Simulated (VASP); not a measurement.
PH2RhO2: single point with r2SCAN

The system is PH2RhO2.

```
Rh P O H
1.0
     5.50570    0.14725    0.03005
     0.08517    3.22652   -0.03081
    -1.60677   -0.09805    5.58777
Rh P O H
2 2 4 4
Direct
  0.28763 0.25082 0.11454
  0.71535 0.75310 0.88772
  0.22775 0.74494 0.41990
  0.77423 0.24648 0.56909
  0.10850 0.75128 0.91135
  0.89692 0.25197 0.09809
  0.54667 0.74437 0.16458
  0.45139 0.23915 0.84149
  0.13238 0.75970 0.77058
  0.86996 0.24607 0.23658
  0.65012 0.75081 0.30105
  0.34113 0.24959 0.70093
```

| Quantity | Value |
| --- | --- |
| Program | VASP 6.6.1 |
| Task | single point |
| Functional | r2SCAN |
| Potentials or basis | VASP PAW PBE potentials, release 64 (Rh_sv_GW, P, O, H) |
| Cutoff | 660 eV |
| k mesh | 4 × 6 × 3, shifted |
| Occupations | fermi-dirac, width 0.1 eV |
| Spin | no spin polarisation |

```json
{
  "Pressure": "41.9 GPa",
  "Largest force": "10.637 eV/Å",
  "Band gap on the k mesh": "zero (bands 36 and 37 overlap by 0.42 eV)"
}
```

Forces on the atoms (eV/Å):
```
Rh  -0.340  0.401  2.724
Rh   0.731  0.079 -2.817
P    0.084 -0.050 -0.400
P   -0.319 -0.021  1.483
O   -3.068 -0.533  7.030
O    3.139  0.290 -8.072
O   -4.340 -0.385 -8.954
O    3.096 -0.216  5.198
H    3.327  0.191 -7.440
H   -3.762 -0.199  7.956
H    4.393  0.222  9.685
H   -2.940  0.223 -6.393
```

Stress tensor (GPa, compression positive):
```
40.75 -2.82  3.36
-2.82 19.87  0.40
 3.36  0.40 65.02
```

Levels at points of the mesh, in eV from the Fermi level:
| k point | band 33 | band 34 | band 35 | band 36 | band 37 | band 38 | band 39 | band 40 |
| --- | --- | --- | --- | --- | --- | --- | --- | --- |
| (0.00, 0.00, 0.50) | -1.86 | -1.26 | -0.63 | 0.07 | 0.19 | 0.55 | 0.92 | 1.52 |
| (0.50, 0.00, 0.50) | -1.17 | -1.01 | -0.36 | -0.10 | 0.15 | 0.39 | 0.74 | 0.82 |
| (0.00, 0.50, 0.50) | -0.87 | -0.78 | -0.70 | -0.60 | -0.28 | -0.24 | 0.73 | 0.91 |
| (0.50, 0.50, 0.50) | -1.65 | -1.26 | -0.79 | -0.73 | 0.49 | 0.60 | 1.10 | 1.20 |

Run time: 9.4 min on 1 thread of Intel(R) Xeon(R) 6975P-C (Granite Rapids), on a shared host, peak memory 0.44 GiB.

Caveat: the k points lie up to 0.37 Å⁻¹ apart; the PAW data sets were made with another functional, which shifts forces and pressure a little.
